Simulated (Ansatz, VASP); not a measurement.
I in VASP and in Ansatz

Contents of INCAR:

```
ALGO     = Normal         # electronic algorithm
EDIFF    = 1E-7           # SCF threshold, eV
ENCUT    = 520            # plane-wave cutoff, eV
GGA      = PE             # functional
ISIF     = 2              # what is computed and relaxed
ISMEAR   = -1             # smearing method
LASPH    = True           # aspherical terms in the spheres
LCHARG   = True           # write CHGCAR
LELF     = True           # ELF
LREAL    = False          # projectors in reciprocal space
LVHAR    = True         
LWAVE    = False          # write WAVECAR
NBANDS   = 22             # bands
NELM     = 80             # most SCF steps
PREC     = Accurate       # precision mode
SIGMA    = 0.02           # smearing width, eV
```

File KPOINTS:

```
k-points
0
Gamma
  6 6 3
```

The input POSCAR:

```
I
1.0
    3.6275000000     -2.3975000000      0.0000000000
    3.6275000000      2.3975000000      0.0000000000
    0.0000000000      0.0000000000      9.7800000000
I
4
Direct
    0.8500000000      0.1500000000      0.1170000000
    0.6500000000      0.3500000000      0.6170000000
    0.1500000000      0.8500000000      0.8830000000
    0.3500000000      0.6500000000      0.3830000000
```

Input for Ansatz:

```yaml
crystal:
  lattice:
    - [3.6275, -2.3975, 0.0]
    - [3.6275, 2.3975, 0.0]
    - [0.0, 0.0, 9.78]
  atoms:
    - { symbol: I, position: [0.85, 0.15, 0.117] }
    - { symbol: I, position: [0.65, 0.35, 0.617] }
    - { symbol: I, position: [0.15, 0.85, 0.883] }
    - { symbol: I, position: [0.35, 0.65, 0.383] }
kpoints:
  mp_grid: { grid: [6, 6, 3] }
  band_path:
    path:
      - [0.0, 0.0, 0.0]
      - [0.5, 0.5, 0.0]
      - [0.3592049686, 0.6407950314, 0.0]
      - [-0.3592049686, 0.3592049686, 0.0]
      - [0.0, 0.0, 0.0]
      - [0.0, 0.0, 0.5]
      - [-0.3592049686, 0.3592049686, 0.5]
      - [0.3592049686, 0.6407950314, 0.5]
      - [0.5, 0.5, 0.5]
    npoints: 8
scf:
  occupations: { method: fermi_dirac, width: 0.02 }
hamiltonian:
  xc: pbe
  pseudopotentials: { kind: all_electron, lapw: { basis_error: 0.0005 } }
output:
  forces: true
  stress: true
  eigenvalues: true
  populations: true
  dos: { projected: true, de: 0.2, e_range: [-14, 8] }
```

Alike in both runs: task single point; functional PBE; k mesh 6 × 6 × 3; occupations fermi-dirac, width 0.02 eV; no spin polarisation.

|  | VASP | Ansatz |
| --- | --- | --- |
| version | VASP 6.6.1 | Ansatz 0.2.0 |
| potentials or method | VASP PAW PBE potentials, release 64 (I), cutoff 520 eV | all-electron LAPW, scalar-relativistic |

|  | VASP | Ansatz | Ansatz less VASP |
| --- | --- | --- | --- |
| gap on the k mesh at the Fermi level (eV) | 1.27 | 1.28 | +0.009 |
| pressure (GPa) | 1.4 | 1.4 | +0.04 |
| traceless stress, the component that is largest in VASP (GPa) | 0.54 | 0.57 | +0.031 |
| rms of the force components (eV/Å) | 0.358 | 0.365 | +0.0064 |

Atom by atom the forces differ by 0.007 eV/Å (rms over components). Ansatz ran all-electron here, and VASP with PAW potentials.

Spin-orbit coupling is off throughout.
